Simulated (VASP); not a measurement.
# BAs (I-4m2) in VASP: notebook, part 2 of 2

VASP 6.6.1. Earlier steps stand in the parts before.

## Step 3: Single point, PBE

This run uses another cell than the first one, of the same volume but with other edges.

The input, INCAR:

```
ALGO = Normal
EDIFF = 1E-6
ENCUT = 520
GGA = PE
ISIF = 2
ISMEAR = 0
LASPH = True
LCHARG = False
LREAL = False
LWAVE = False
NBANDS = 11
NELM = 80
PREC = Accurate
SIGMA = 0.05
```

The input, KPOINTS:

```
k-points
0
Gamma
  12 12 12
```

The input, POSCAR:

```
BAs
1.0
    0.0000000000      2.2626375308      2.7151650370
    2.2626375308      0.0000000000      2.7151650370
    2.2626375308      2.2626375308      0.0000000000
B As
1 1
Direct
    0.0000000000      0.0000000000      0.0000000000
    0.7500000000      0.7500000000      0.7500000000
```

Potentials or basis: VASP PAW PBE potentials, release 64 (B, As).

Command:

```
$ cat potpaw_PBE.64/B/POTCAR potpaw_PBE.64/As/POTCAR > POTCAR
$ mpirun -np 1 vasp_std > vasp.out
```

OUTCAR:

```text
EDIFF = 1E-6
   ENCUT = 520
   GGA = PE
   ISIF = 2
   ISMEAR = 0
   LASPH = True
   LREAL = False
   NELM = 80
   PREC = Accurate

 ion  position               nearest neighbor table
   1  0.000  0.000  0.000-   2 2.10   2 2.10   2 2.10   2 2.10
   2  0.750  0.750  0.750-   1 2.10   1 2.10   1 2.10   1 2.10

  LATTYP: Found a body centered tetragonal cell.
 ALAT       =     3.1998526828
 C/A-ratio  =     1.6970562749

  Lattice vectors:

 A1 = (  -2.2626375308,   0.0000000000,   2.7151650370)
 A2 = (   2.2626375308,   0.0000000000,   2.7151650370)
 A3 = (   0.0000000000,   2.2626375308,  -2.7151650370)

Analysis of symmetry for initial positions (statically):
=====================================================================
 Subroutine PRICEL returns:
 Original cell was already a primitive cell.

 Routine SETGRP: Setting up the symmetry group for a
 body centered tetragonal supercell.

 Subroutine GETGRP returns: Found  8 space group operations
 (whereof  8 operations were pure point group operations)
 out of a pool of 16 trial point group operations.

The static configuration has the point symmetry D_2d.

Analysis of symmetry for dynamics (positions and initial velocities):
=====================================================================
 Subroutine PRICEL returns:
 Original cell was already a primitive cell.

 Routine SETGRP: Setting up the symmetry group for a
 body centered tetragonal supercell.

 Subroutine GETGRP returns: Found  8 space group operations
 (whereof  8 operations were pure point group operations)
 out of a pool of 16 trial point group operations.

The dynamic configuration has the point symmetry D_2d.

 Subroutine INISYM returns: Found  8 space group operations
 (whereof  8 operations are pure point group operations),
 and found     1 'primitive' translations

----------------------------------------------------------------------------------------

                                     Primitive cell

  volume of cell :      27.8007

  direct lattice vectors                    reciprocal lattice vectors
[... 117 lines left out ...]
   LRPA    =     F    only Hartree local field effects (RPA)
 non-spin polarized calculation
 Gauss-broadening in eV      SIGMA  =   0.05
  energy-cutoff  :      520.00
  volume of cell :       27.80
 maximum number of plane-waves:       764
 NGX is ok and might be reduce to    28

 number of electron       8.0000000 magnetization

 Free energy of the ion-electron system (eV)
  ---------------------------------------------------
  ext. energy  EPLUGINS =         0.00000000
  ---------------------------------------------------
  free energy    TOTEN  =       -10.95815050 eV

  energy without entropy =      -10.95804256  energy(sigma->0) =      -10.95809653

 E-fermi :   6.5667     XC(G=0): -10.5350

 val. band max:        6.4830214874   @ k =   0.4167   0.0000   0.4167
 cond. band min:       6.5789941095   @ k =  -0.0833   0.0833   0.0000
 fundamental gap:      0.0959726221
 Fermi energy:         6.5667084398

 k-point     1 :       0.0000    0.0000    0.0000
  band No.  band energies     occupation
      1      -9.2762      2.00000
      2       4.5285      2.00000
      3       6.6480      0.02145
      4       6.6480      0.02145
      5       9.0086      0.00000
      6       9.0086      0.00000
      7       9.7260      0.00000
      8      10.1105      0.00000
      9      15.5769      0.00000
     10      16.0359      0.00000
     11      17.3491      0.00000
[... 309 lines left out ...]
 k-point    24 :      -0.4167    0.1667    0.0000
  band No.  band energies     occupation
      1      -6.1607      2.00000
      2      -2.4188      2.00000
      3       1.0401      2.00000
      4       4.9382      2.00000
      5       9.6508      0.00000
      6      10.9621      0.00000
      7      12.4230      0.00000
      8      14.8072      0.00000
      9      18.1240      0.00000
     10      18.8195      0.00000
     11      20.3515      0.00000

 [... further k-points ...]

------------------------ aborting loop because EDIFF is reached ----------------------------------------

  FORCE on cell =-STRESS in cart. coord.  units (eV):
  Direction    XX          YY          ZZ          XY          YZ          ZX
  --------------------------------------------------------------------------------------
  -------------------------------------------------------------------------------------
  Total        2.7864614      2.7864614     -5.1586552      0.0000000      0.0000000     -0.0000000
  in kB      160.5859005    160.5859005   -297.2972424      0.0000000      0.0000000     -0.0000000
  external PRESSURE =       7.9581862 kB  Pullay stress =       0.0000000 kB

 VOLUME and BASIS-vectors are now :
 -----------------------------------------------------------------------------
  energy-cutoff  :      520.00
  volume of cell :       27.80
      direct lattice vectors                 reciprocal lattice vectors
     0.000000000  2.262637531  2.715165037    -0.220981042  0.220981042  0.184150869
     2.262637531  0.000000000  2.715165037     0.220981042 -0.220981042  0.184150869
     2.262637531  2.262637531  0.000000000     0.220981042  0.220981042 -0.184150869

 POSITION                                       TOTAL-FORCE (eV/Angst)
 -----------------------------------------------------------------------------------
      0.00000      0.00000      0.00000         0.000000      0.000000      0.000000
      3.39396      3.39396      4.07275        -0.000000     -0.000000     -0.000000
 -----------------------------------------------------------------------------------
    total drift:                                0.000000      0.000000      0.000000

  FREE ENERGIE OF THE ION-ELECTRON SYSTEM (eV)
  ---------------------------------------------------
  free  energy   TOTEN  =       -10.9581504951 eV

  energy  without entropy=      -10.9580425554  energy(sigma->0) =      -10.95809653
```

It took 16 s on 1 thread of Intel Xeon 6975P-C (Granite Rapids), shared host; peak memory 0.19 GiB.

Results:

| Property | Result |
| --- | --- |
| Free energy | -10.9582 eV |
| Pressure | 0.8 GPa |
| Band gap on the k mesh | zero (band 4 reaches 6.65 eV, above the bottom of band 5 at 6.48 eV) |

## Step 4: Single point, PBE

This run uses another cell than the first one, of the same volume but with other edges.

The input, INCAR:

```
SYSTEM = BAs
  PREC = Accurate
  ENCUT = 520
  EDIFF = 1E-6
  ISMEAR = 0
  SIGMA = 0.05
  LREAL = .FALSE.
  LASPH = .TRUE.
  NELM = 80
  ALGO = Normal
  ISIF = 2
  LWAVE = .FALSE.
  LCHARG = .FALSE.
  GGA = PE
  NBANDS = 11
```

The input, KPOINTS:

```
Automatic mesh
0
G
  12 12 12
  0 0 0
```

The input, POSCAR:

```
BAs
1.0
    0.0000000000      2.6120242285      2.0373788982
    2.6120242285      0.0000000000      2.0373788982
    2.6120242285      2.6120242285      0.0000000000
B As
1 1
Direct
    0.0000000000      0.0000000000      0.0000000000
    0.7500000000      0.7500000000      0.7500000000
```

Potentials or basis: VASP PAW PBE potentials, release 64 (B, As).

Command:

```
$ cat potpaw_PBE.64/B/POTCAR potpaw_PBE.64/As/POTCAR > POTCAR
$ mpirun -np 1 vasp_std > vasp.out
```

OUTCAR:

```text
SYSTEM = BAs
   PREC = Accurate
   ENCUT = 520
   EDIFF = 1E-6
   ISMEAR = 0
   LREAL = .FALSE.
   LASPH = .TRUE.
   NELM = 80
   ISIF = 2
   GGA = PE

 ion  position               nearest neighbor table
   1  0.000  0.000  0.000-   2 2.11   2 2.11   2 2.11   2 2.11
   2  0.750  0.750  0.750-   1 2.11   1 2.11   1 2.11   1 2.11

  LATTYP: Found a body centered tetragonal cell.
 ALAT       =     3.6939600892
 C/A-ratio  =     1.1030865786

  Lattice vectors:

 A1 = (   0.0000000000,  -2.6120242285,  -2.0373788982)
 A2 = (   0.0000000000,   2.6120242285,  -2.0373788982)
 A3 = (   2.6120242285,   0.0000000000,   2.0373788982)

Analysis of symmetry for initial positions (statically):
=====================================================================
 Subroutine PRICEL returns:
 Original cell was already a primitive cell.

 Routine SETGRP: Setting up the symmetry group for a
 body centered tetragonal supercell.

 Subroutine GETGRP returns: Found  8 space group operations
 (whereof  8 operations were pure point group operations)
 out of a pool of 16 trial point group operations.

The static configuration has the point symmetry D_2d.
[... 172 lines left out ...]
      2       5.3049      2.00000
      3       5.3049      2.00000
      4       7.1725      0.00000
      5       8.5069      0.00000
      6       9.8428      0.00000
      7      10.1268      0.00000
      8      10.1268      0.00000
      9      15.7175      0.00000
     10      15.7709      0.00000
     11      18.1897      0.00000
[... 309 lines left out ...]
 k-point    24 :      -0.4167    0.1667    0.0000
  band No.  band energies     occupation
      1      -6.1645      2.00000
      2      -1.9228      2.00000
      3       2.3777      2.00000
      4       3.3153      2.00000
      5       7.5681      0.00000
      6      11.4287      0.00000
      7      12.0142      0.00000
      8      13.4759      0.00000
      9      17.7558      0.00000
     10      19.5399      0.00000
     11      20.3065      0.00000

 [... further k-points ...]

------------------------ aborting loop because EDIFF is reached ----------------------------------------

  FORCE on cell =-STRESS in cart. coord.  units (eV):
  Direction    XX          YY          ZZ          XY          YZ          ZX
  --------------------------------------------------------------------------------------
  -------------------------------------------------------------------------------------
  Total       -1.7941584     -1.7941584      3.0803007      0.0000000     -0.0000000      0.0000000
  in kB     -103.3987176   -103.3987176    177.5200864      0.0000000     -0.0000000      0.0000000
  external PRESSURE =      -9.7591162 kB  Pullay stress =       0.0000000 kB

 VOLUME and BASIS-vectors are now :
 -----------------------------------------------------------------------------
  energy-cutoff  :      520.00
  volume of cell :       27.80
      direct lattice vectors                 reciprocal lattice vectors
     0.000000000  2.612024229  2.037378898    -0.191422420  0.191422420  0.245413360
     2.612024229  0.000000000  2.037378898     0.191422420 -0.191422420  0.245413360
     2.612024229  2.612024229  0.000000000     0.191422420  0.191422420 -0.245413360

 POSITION                                       TOTAL-FORCE (eV/Angst)
 -----------------------------------------------------------------------------------
      0.00000      0.00000      0.00000        -0.000000     -0.000000     -0.000000
      3.91804      3.91804      3.05607         0.000000      0.000000      0.000000
 -----------------------------------------------------------------------------------
    total drift:                                0.000000      0.000000      0.000000

  FREE ENERGIE OF THE ION-ELECTRON SYSTEM (eV)
  ---------------------------------------------------
  free  energy   TOTEN  =       -10.8958949643 eV

  energy  without entropy=      -10.8953688004  energy(sigma->0) =      -10.89563188
```

It took 20 s on 1 thread of Intel Xeon 6975P-C (Granite Rapids), shared host; peak memory 0.19 GiB.

Results:

- Free energy: -10.8959 eV
- Pressure: -1.0 GPa
- Band gap on the k mesh: zero (band 4 reaches 7.17 eV, above the bottom of band 5 at 5.18 eV)

Stress tensor (GPa, compression positive):
```
-10.34   0.00   0.00
  0.00 -10.34   0.00
  0.00   0.00  17.75
```

Levels at points of the mesh, in eV from the Fermi level:
```csv
k point,band 1,band 2,band 3,band 4,band 5,band 6,band 7,band 8
"(0.00, 0.00, 0.00)",-15.16,-0.60,-0.60,1.26,2.60,3.93,4.22,4.22
"(0.50, 0.00, 0.00)",-12.25,-8.52,-2.86,-0.75,1.15,3.84,6.67,9.59
"(0.50, 0.50, 0.00)",-9.92,-6.91,-5.26,-5.26,-0.14,-0.14,11.12,11.12
"(0.50, 0.00, 0.50)",-11.64,-8.96,-3.03,-2.73,2.68,2.76,8.51,9.99
```

## Step 5: Overview

```csv
cell,gap on the mesh (eV),pressure (GPa)
"a = 3.331, b = 3.331, c = 3.590 Å, angles 57.4, 57.4, 65.2°, 2 atoms",none,0.1
"a = 3.534, b = 3.534, c = 3.200 Å, angles 63.1, 63.1, 53.8°, 2 atoms",none,0.8
"a = 3.313, b = 3.313, c = 3.694 Å, angles 56.1, 56.1, 67.8°, 2 atoms",none,-1.0
```

Alike in all rows: task single point; level PBE; potentials or basis VASP PAW PBE potentials, release 64 (B, As); no spin polarisation; k mesh 12 × 12 × 12; cutoff (eV) 520; smearing gaussian 0.05 eV.

Absolute energies hang on the potentials; compare differences alone.
